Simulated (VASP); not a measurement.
# BN (F-43m) in VASP: single point with PBEsol

Aim: the single point of BN with PBEsol.

All numbers are computed with VASP 6.6.1; they aren't measurements. Logs are shortened: lines on timing, memory, paths and dates and some standing lists are left out, and cuts for length are marked.

## (1) The cell of the first run

Symmetry: F-43m, No. 216, cubic system. Conventional cell: a = 3.605 Å, b = 3.605 Å, c = 3.605 Å, α = 90.00°, β = 90.00°, γ = 90.00°. B (site symmetry -43m) has 4 N at 1.56 Å within 2.1 Å. Within 2.1 Å of N (site symmetry -43m) lie 4 B at 1.56 Å.

## (2) Single point, PBEsol

Input file INCAR:

```
SYSTEM = BN
ALGO = Normal
EDIFF = 1E-6
ENCUT = 600
GGA = PS
GGA_COMPAT = .FALSE.
ISIF = 2
ISMEAR = 0
LASPH = .TRUE.
LCHARG = .FALSE.
LREAL = .FALSE.
LWAVE = .FALSE.
NBANDS = 11
NELM = 120
PREC = Accurate
SIGMA = 0.02
```

Input file KPOINTS:

```
k-points
0
G
  16 16 16
  0 0 0
```

Input file POSCAR:

```
BN
1.0
    0.0000000000      1.8025552940      1.8025552940
    1.8025552940      0.0000000000      1.8025552940
    1.8025552940      1.8025552940      0.0000000000
B N
1 1
Direct
    0.0000000000      0.0000000000      0.0000000000
    0.2500000000      0.2500000000      0.2500000000
```

Potentials or basis: VASP PAW PBE potentials, release 64 (B, N).

Run with:

```
cat potpaw_PBE.64/B/POTCAR potpaw_PBE.64/N/POTCAR > POTCAR
mpirun -np 1 vasp_std > vasp.out
```

OUTCAR:

```text
SYSTEM = BN
   EDIFF = 1E-6
   ENCUT = 600
   GGA = PS
   ISIF = 2
   ISMEAR = 0
   LASPH = .TRUE.
   LREAL = .FALSE.
   NELM = 120
   PREC = Accurate

 ion  position               nearest neighbor table
   1  0.000  0.000  0.000-   2 1.56   2 1.56   2 1.56   2 1.56
   2  0.250  0.250  0.250-   1 1.56   1 1.56   1 1.56   1 1.56

  LATTYP: Found a face centered cubic cell.
 ALAT       =     3.6051105880

  Lattice vectors:

 A1 = (   0.0000000000,   1.8025552940,   1.8025552940)
 A2 = (   1.8025552940,   0.0000000000,   1.8025552940)
 A3 = (   1.8025552940,   1.8025552940,   0.0000000000)

Analysis of symmetry for initial positions (statically):
=====================================================================
 Subroutine PRICEL returns:
 Original cell was already a primitive cell.

 Routine SETGRP: Setting up the symmetry group for a
 face centered cubic supercell.

 Subroutine GETGRP returns: Found 24 space group operations
 (whereof 24 operations were pure point group operations)
 out of a pool of 48 trial point group operations.

The static configuration has the point symmetry T_d .

Analysis of symmetry for dynamics (positions and initial velocities):
=====================================================================
 Subroutine PRICEL returns:
 Original cell was already a primitive cell.

 Routine SETGRP: Setting up the symmetry group for a
 face centered cubic supercell.

 Subroutine GETGRP returns: Found 24 space group operations
 (whereof 24 operations were pure point group operations)
 out of a pool of 48 trial point group operations.

The dynamic configuration has the point symmetry T_d .

 Subroutine INISYM returns: Found 24 space group operations
 (whereof 24 operations are pure point group operations),
 and found     1 'primitive' translations

----------------------------------------------------------------------------------------

                                     Primitive cell

  volume of cell :      11.7137

  direct lattice vectors                    reciprocal lattice vectors
     0.000000000  1.802555294  1.802555294    -0.277384001  0.277384001  0.277384001
     1.802555294  0.000000000  1.802555294     0.277384001 -0.277384001  0.277384001
     1.802555294  1.802555294  0.000000000     0.277384001  0.277384001 -0.277384001

  length of vectors
     2.549198144  2.549198144  2.549198144     0.480443183  0.480443183  0.480443183

  position of ions in fractional coordinates (direct lattice)
     0.000000000  0.000000000  0.000000000
     0.250000000  0.250000000  0.250000000

  ion indices of the primitive-cell ions
   primitive index   ion index
                 1           1
                 2           2

----------------------------------------------------------------------------------------

 KPOINTS: k-points

Automatic generation of k-mesh.
 Grid dimensions read from file:
 generate k-points for:   16   16   16

 Generating k-lattice:

  Cartesian coordinates                     Fractional coordinates (reciprocal lattice)
    -0.017336500  0.017336500  0.017336500     0.062500000  0.000000000  0.000000000
     0.017336500 -0.017336500  0.017336500     0.000000000  0.062500000  0.000000000
     0.017336500  0.017336500 -0.017336500     0.000000000  0.000000000  0.062500000

  Length of vectors
     0.030027699  0.030027699  0.030027699

  Shift w.r.t. Gamma in fractional coordinates (k-lattice)
     0.000000000  0.000000000  0.000000000

 Subroutine IBZKPT returns following result:
 ===========================================

 Found    145 irreducible k-points:

 Following reciprocal coordinates:
            Coordinates               Weight
  0.000000  0.000000  0.000000      1.000000
  0.062500  0.000000  0.000000      8.000000
  0.125000  0.000000  0.000000      8.000000
  0.187500  0.000000  0.000000      8.000000
  0.250000  0.000000  0.000000      8.000000
  0.312500  0.000000  0.000000      8.000000
[... 16 lines left out ...]
 -0.125000  0.062500  0.000000     24.000000
 -0.062500  0.062500  0.000000     12.000000
 [... further k-points ...]
   k-points           NKPTS =    145   k-points in BZ     NKDIM =    145   number of bands    NBANDS=     11
   number of dos      NEDOS =    301   number of ions     NIONS =      2
   total plane-waves  NPLWV =   8000
   dimension x,y,z NGX =    20 NGY =   20 NGZ =   20
   dimension x,y,z NGXF=    40 NGYF=   40 NGZF=   40
   ions per type =               1   1
   NGX,Y,Z   is equivalent  to a cutoff of  13.04, 13.04, 13.04 a.u.
   NGXF,Y,Z  is equivalent  to a cutoff of  26.09, 26.09, 26.09 a.u.
 SYSTEM =  BN
   PREC   = accura    normal or accurate (medium, high low for compatibility)
   ISTART =      0    job   : 0-new  1-cont  2-samecut
   ICHARG =      2    charge: 1-file 2-atom 10-const
   ISPIN  =      1    spin polarized calculation?
   LNONCOLLINEAR =      F non collinear calculations
   LSORBIT =      F    spin-orbit coupling
   LASPH  =      T    aspherical Exc in radial PAW
   ENCUT  =  600.0 eV  44.10 Ry    6.64 a.u.   5.09  5.09  5.09*2*pi/ulx,y,z
   NELM   =    120;   NELMIN=  2; NELMDL= -5     # of ELM steps
   EDIFF  = 0.1E-05   stopping-criterion for ELM
   LREAL  =      F    real-space projection
   EDIFFG = 0.1E-04   stopping-criterion for IOM
   NSW    =      0    number of steps for IOM
   IBRION =     -1    ionic relax: 0-MD 1-quasi-New 2-CG
   NFREE  =      0    steps in history (QN), initial steepest desc. (CG)
   ISIF   =      2    stress and relaxation
   ISYM   =      2    0-nonsym 1-usesym 2-fastsym
   POTIM  = 0.5000    time-step for ionic-motion
   TEBEG  =    0.0;   TEEND  =   0.0 temperature during run
   PSTRESS=    0.0 pullay stress
   NELECT =       8.0000    total number of electrons
   NUPDOWN=      -1.0000    fix difference up-down
   EMIN   =  10.00;   EMAX   =-10.00  energy-range for DOS
   EFERMI =   0.00;   METHOD = LEGACY
   ISMEAR =     0;   SIGMA  =   0.02  broadening in eV -4-tet -1-fermi 0-gaus
   EFERMI_NEDOS =   21; number of points for ismear=-14 and -15
   IALGO  =     38    algorithm
   IMIX   =      4    mixing-type and parameters
     AMIX     =   0.40;   BMIX     =  1.00
     AMIX_MAG =   1.60;   BMIX_MAG =  1.00
  volume/ion in A,a.u.               =       5.86        39.52
  Fermi-wavevector in a.u.,A,eV,Ry     =   1.441693  2.724405 28.279434  2.078480
  Thomas-Fermi vector in A             =   2.560297
   LORBIT       =      0    0 simple, 1 ext, 2 COOP (PROOUT), +10 PAW based schemes
   GGA     = PS    functional components
   LHFCALC =     F    Hartree Fock is set to
   AEXX    =    0.0000 exact exchange contribution
   IVDW    =     0    specifies the selected vdW correction
   LEPSILON=     F    determine dielectric tensor
   LRPA    =     F    only Hartree local field effects (RPA)
 non-spin polarized calculation
 Gauss-broadening in eV      SIGMA  =   0.02
  energy-cutoff  :      600.00
  volume of cell :       11.71
 maximum number of plane-waves:       400
   NGX = 11   NGY = 11   NGZ = 11

 number of electron       7.9999999 magnetization

 Free energy of the ion-electron system (eV)
  ---------------------------------------------------
  ext. energy  EPLUGINS =         0.00000000
  ---------------------------------------------------
  free energy    TOTEN  =       -18.35068558 eV

  energy without entropy =      -18.35068558  energy(sigma->0) =      -18.35068558

 E-fermi :   7.6256     XC(G=0): -13.0564

 val. band max:        7.4642275861   @ k =   0.0000   0.0000   0.0000
 cond. band min:      11.7493811575   @ k =   0.5000   0.5000   0.0000
 fundamental gap:      4.2851535714
 Fermi energy:         7.6255792391

 k-point     1 :       0.0000    0.0000    0.0000
  band No.  band energies     occupation
      1     -12.8829      2.00000
      2       7.4642      2.00000
      3       7.4642      2.00000
      4       7.4642      2.00000
      5      16.2643      0.00000
      6      16.2643      0.00000
      7      16.2643      0.00000
      8      17.8653      0.00000
      9      32.1285      0.00000
     10      35.2530      0.00000
     11      35.2530      0.00000

 k-point     2 :       0.0625    0.0000    0.0000
  band No.  band energies     occupation
      1     -12.7866      2.00000
      2       6.9246      2.00000
      3       7.3581      2.00000
      4       7.3581      2.00000
      5      16.3986      0.00000
      6      16.4252      0.00000
      7      16.4252      0.00000
      8      18.1907      0.00000
      9      31.9855      0.00000
     10      33.4829      0.00000
     11      33.4829      0.00000

 k-point     3 :       0.1250    0.0000    0.0000
  band No.  band energies     occupation
      1     -12.4995      2.00000
      2       5.5644      2.00000
      3       7.0774      2.00000
      4       7.0774      2.00000
      5      16.6430      0.00000
      6      16.8425      0.00000
      7      16.8425      0.00000
      8      19.0513      0.00000
      9      31.5913      0.00000
     10      32.0171      0.00000
     11      32.0171      0.00000

 k-point     4 :       0.1875    0.0000    0.0000
  band No.  band energies     occupation
      1     -12.0278      2.00000
      2       3.8030      2.00000
      3       6.7046      2.00000
      4       6.7046      2.00000
      5      16.8887      0.00000
      6      17.3565      0.00000
      7      17.3565      0.00000
      8      20.1023      0.00000
      9      31.1000      0.00000
     10      31.1463      0.00000
     11      31.1463      0.00000
[... 239 lines left out ...]
 k-point    22 :      -0.1875    0.0625    0.0000
  band No.  band energies     occupation
      1     -11.7487      2.00000
      2       3.1792      2.00000
      3       5.8652      2.00000
      4       6.8296      2.00000
      5      17.1261      0.00000
      6      17.2868      0.00000
      7      17.9600      0.00000
      8      20.4505      0.00000
      9      29.7762      0.00000
     10      30.0832      0.00000
     11      33.3170      0.00000

 k-point    23 :      -0.1250    0.0625    0.0000
  band No.  band energies     occupation
      1     -12.2780      2.00000
      2       4.9440      2.00000
      3       6.2998      2.00000
      4       7.1692      2.00000
      5      16.7925      0.00000
      6      16.8133      0.00000
      7      17.5032      0.00000
      8      19.5261      0.00000
      9      30.4296      0.00000
     10      30.5702      0.00000
     11      33.5707      0.00000

 k-point    24 :      -0.0625    0.0625    0.0000
  band No.  band energies     occupation
      1     -12.6267      2.00000
      2       6.3236      2.00000
      3       6.8162      2.00000
      4       7.3680      2.00000
      5      16.4763      0.00000
      6      16.4843      0.00000
      7      16.9730      0.00000
      8      18.6648      0.00000
      9      31.3937      0.00000
     10      31.7003      0.00000
     11      33.7782      0.00000

 [... further k-points ...]

------------------------ aborting loop because EDIFF is reached ----------------------------------------

  FORCE on cell =-STRESS in cart. coord.  units (eV):
  Direction    XX          YY          ZZ          XY          YZ          ZX
  --------------------------------------------------------------------------------------
  -------------------------------------------------------------------------------------
  Total        0.0376901      0.0376901      0.0376901      0.0000000      0.0000000     -0.0000000
  in kB        5.1551609      5.1551609      5.1551609      0.0000000      0.0000000     -0.0000000
  external PRESSURE =       5.1551609 kB  Pullay stress =       0.0000000 kB

 VOLUME and BASIS-vectors are now :
 -----------------------------------------------------------------------------
  energy-cutoff  :      600.00
  volume of cell :       11.71
      direct lattice vectors                 reciprocal lattice vectors
     0.000000000  1.802555294  1.802555294    -0.277384001  0.277384001  0.277384001
     1.802555294  0.000000000  1.802555294     0.277384001 -0.277384001  0.277384001
     1.802555294  1.802555294  0.000000000     0.277384001  0.277384001 -0.277384001

 POSITION                                       TOTAL-FORCE (eV/Angst)
 -----------------------------------------------------------------------------------
      0.00000      0.00000      0.00000         0.000000      0.000000      0.000000
      0.90128      0.90128      0.90128        -0.000000     -0.000000     -0.000000
 -----------------------------------------------------------------------------------
    total drift:                                0.000000      0.000000      0.000000

  FREE ENERGIE OF THE ION-ELECTRON SYSTEM (eV)
  ---------------------------------------------------
  free  energy   TOTEN  =       -18.3506855810 eV

  energy  without entropy=      -18.3506855810  energy(sigma->0) =      -18.35068558
```

Run time: 21 s. Hardware: 1 thread of Intel Xeon 8259CL, shared host; peak memory 0.13 GiB.

Results:

| Item | Value |
| --- | --- |
| Free energy | -18.3507 eV |
| Pressure | 0.5 GPa |
| Band gap on the k mesh | 4.29 eV (least direct gap 8.80 eV) |

Caveat: the PAW data sets were made with another functional, which shifts forces and pressure a little.
